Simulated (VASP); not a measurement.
**CdOs3: relaxation of cell and atoms with PBE**

The system is CdOs3.

```xyz
4
Lattice="3.9654 0.0000 0.0000 0.0000 3.9654 0.0000 0.0000 0.0000 3.9654" Properties=species:S:1:pos:R:3 pbc="T T T"
Cd    0.0000    0.0000    0.0000
Os    0.0000    1.9827    1.9827
Os    1.9827    0.0000    1.9827
Os    1.9827    1.9827    0.0000
```

- Program: VASP 6.6.1
- Task: relaxation of cell and atoms
- Functional: PBE
- Potentials or basis: VASP PAW PBE potentials, release 64 (Cd, Os)
- Cutoff: 600 eV
- k mesh: 12 × 12 × 12
- Occupations: gaussian, width 0.1 eV
- Spin: no spin polarisation
- Dipole correction: no
- Further INCAR settings: ALGO = Fast; EDIFF = 1e-07; IBRION = 2; EDIFFG = -0.01; NSW = 100; ISIF = 3

```
Relaxed volume                        : 15.56 Å³/atom
Relaxed cell                          : a = 3.963 Å, b = 3.963 Å, c = 3.963 Å, α = 90.00°, β = 90.00°, γ = 90.00°
Space group after relaxing (to 0.1 Å) : Pm-3m (No. 221)
Energy gained by relaxing             : 0.1 meV/atom
Ionic steps                           : 3
Pressure after relaxing               : 0.0 GPa
Band gap on the k mesh                : zero (bands 18 and 19 overlap by 1.89 eV)
```

The path:
```csv
step,energy change (eV),largest force (eV/Å),pressure (GPa),volume (Å³)
1,0.0000,0.0000,-0.53,62.35
2,0.0013,0.0000,1.47,61.89
3,-0.0002,0.0000,0.02,62.22
```

Final structure:
```xyz
4
Lattice="3.9626 0.0000 0.0000 0.0000 3.9626 0.0000 0.0000 0.0000 3.9626" Properties=species:S:1:pos:R:3 pbc="T T T"
Cd    0.0000    0.0000    0.0000
Os    0.0000    1.9813    1.9813
Os    1.9813    0.0000    1.9813
Os    1.9813    1.9813    0.0000
```

Levels at points of the mesh, in eV from the Fermi level:
| k point | band 15 | band 16 | band 17 | band 18 | band 19 | band 20 | band 21 | band 22 |
| --- | --- | --- | --- | --- | --- | --- | --- | --- |
| (0.00, 0.00, 0.00) | -0.26 | 1.01 | 1.01 | 1.30 | 1.30 | 1.30 | 2.17 | 2.80 |
| (0.50, 0.00, 0.00) | -1.89 | -1.16 | -0.76 | -0.59 | -0.59 | -0.53 | 1.09 | 2.80 |
| (0.50, 0.50, 0.00) | -1.93 | -1.11 | -1.11 | -1.11 | -0.09 | -0.01 | 0.07 | 1.44 |
| (0.50, 0.50, 0.50) | -1.14 | -0.49 | -0.49 | -0.49 | -0.12 | 0.33 | 0.33 | 2.21 |

Wall time 100 s on 1 thread of Intel(R) Xeon(R) 6975P-C (Granite Rapids) (shared host), peak memory 0.28 GiB.

Caveat: spin-orbit coupling is left out, which moves the levels of the heavy elements.
